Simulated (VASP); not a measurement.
Input of a VASP 6.6.1 run:

INCAR

```
SYSTEM = Ta2N
ALGO = Normal
EDIFF = 1E-6
ENCUT = 520
GGA = PS
ISIF = 2
ISMEAR = 0
LASPH = .TRUE.
LCHARG = .FALSE.
LREAL = .FALSE.
LWAVE = .FALSE.
NBANDS = 20
NELM = 80
PREC = Accurate
SIGMA = 0.15
```

The input KPOINTS:

```
k-points
0
G
  18 18 10
  0 0 0
```

POSCAR

```
Ta2N
1.0
    3.0063053302      0.0000000000      0.0000000000
   -1.5031526651      2.6035367875      0.0000000000
    0.0000000000      0.0000000000      4.8554837389
Ta N
2 1
Direct
    0.6666666667      0.3333333333      0.7463700642
    0.3333333333      0.6666666667      0.2536299358
    0.0000000000      0.0000000000      0.0000000000
```

Potentials or basis: VASP PAW PBE potentials, release 64 (Ta_pv, N).

Launch:

```bash
$ cat potpaw_PBE.64/Ta_pv/POTCAR potpaw_PBE.64/N/POTCAR > POTCAR
$ mpirun -np 1 vasp_std > vasp.out
```

**Question.** Predict the band gap on the k mesh.

**Answer.** Zero (an odd number of electrons rules out a gap without spin polarisation).

**Question.** What does it give for the pressure?

**Answer.** 14.3 GPa.

**Question.** What does it give for the largest force?

**Answer.** 0.625 eV/Å.

Forces in eV/Å, atoms in the order of the input:
```
Ta   0.000  0.000 -0.625
Ta   0.000  0.000  0.625
N    0.000  0.000  0.000
```

Caveat: the cell stands under pressure; the PAW data sets were made with another functional, which shifts forces and pressure a little; spin-orbit coupling is left out, which moves the levels of the heavy elements.
